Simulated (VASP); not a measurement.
Runs of VASP 6.6.1 on Ta4O. The structure is that of space group P4/mmm (No. 123), or close to it. The cells are those of the table. 

```csv
cell,k mesh,smearing,gap on the mesh (eV),pressure (GPa),largest force (eV/Å)
"a = 3.257, b = 3.257, c = 7.409 Å, 5 atoms","10 × 10 × 4, shifted",gaussian 0.1 eV,none,-0.5,0.08
"a = 3.250, b = 3.249, c = 7.419 Å, 5 atoms",6 × 6 × 4,gaussian 0.1 eV,none,0.3,(b)
"a = 3.257, b = 3.257, c = 7.409 Å, 5 atoms",6 × 6 × 3,gaussian 0.05 eV,none,-0.6,(a)
"a = 3.257, b = 3.257, c = 7.409 Å, 5 atoms",8 × 8 × 4,gaussian 0.1 eV,none,-0.5,0.06
"a = 3.257, b = 3.257, c = 7.409 Å, 5 atoms",4 × 4 × 1,gaussian 0.1 eV,none,1.1,(c)
```

Alike in all rows: task single point; level PBE; potentials or basis VASP PAW PBE potentials, release 64 (Ta_pv, O); no spin polarisation; cutoff (eV) 520.

Question: Fill in the values left out.

Answer: (a) 0.11; (b) 0.04; (c) 0.43.

Caveats: some runs use coarse meshes; spin-orbit coupling is left out, which moves the levels of the heavy elements.

A k mesh can miss the band edges, and the runs leave out spin-orbit coupling on Ta.

A gap of «none» marks levels without a gap at the run's occupations.
